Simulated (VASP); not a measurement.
A run of VASP 6.6.1:

INCAR

```
SYSTEM = CoSn
PREC = Accurate ; ENCUT = 520
EDIFF = 1E-6 ; ISMEAR = 0
SIGMA = 0.1 ; LREAL = .FALSE.
LASPH = .TRUE. ; NELM = 60
ALGO = Fast ; ISIF = 2
LWAVE = .FALSE. ; LCHARG = .FALSE.
GGA = PS ; NBANDS = 44
```

KPOINTS

```
regular mesh
0
G
  12 12 8
  0 0 0
```

The input POSCAR:

```
CoSn
1.0
    5.1131611135      0.0000000000      0.0000000000
   -2.5565805568      4.4281274179      0.0000000000
    0.0000000000      0.0000000000      4.0833771524
Co Sn
3 3
Direct
    0.0000000000      0.5000000000      0.0000000000
    0.5000000000      0.5000000000      0.0000000000
    0.5000000000      0.0000000000      0.0000000000
    0.6666666667      0.3333333333      0.5000000000
    0.3333333333      0.6666666667      0.5000000000
    0.0000000000      0.0000000000      0.0000000000
```

Potentials or basis: VASP PAW PBE potentials, release 64 (Co, Sn_d).

Run with:

```bash
$ cat potpaw_PBE.64/Co/POTCAR potpaw_PBE.64/Sn_d/POTCAR > POTCAR
$ mpirun -np 1 vasp_std > vasp.out
```

Hardware: 1 thread of Intel Xeon 8259CL, with other jobs on the host.

Estimate the wall time of this run.

Run time: 11 min on 1 thread of Intel Xeon 8259CL, on a shared host, peak memory 0.43 GiB. Counts: scf iterations 17, k points 95.
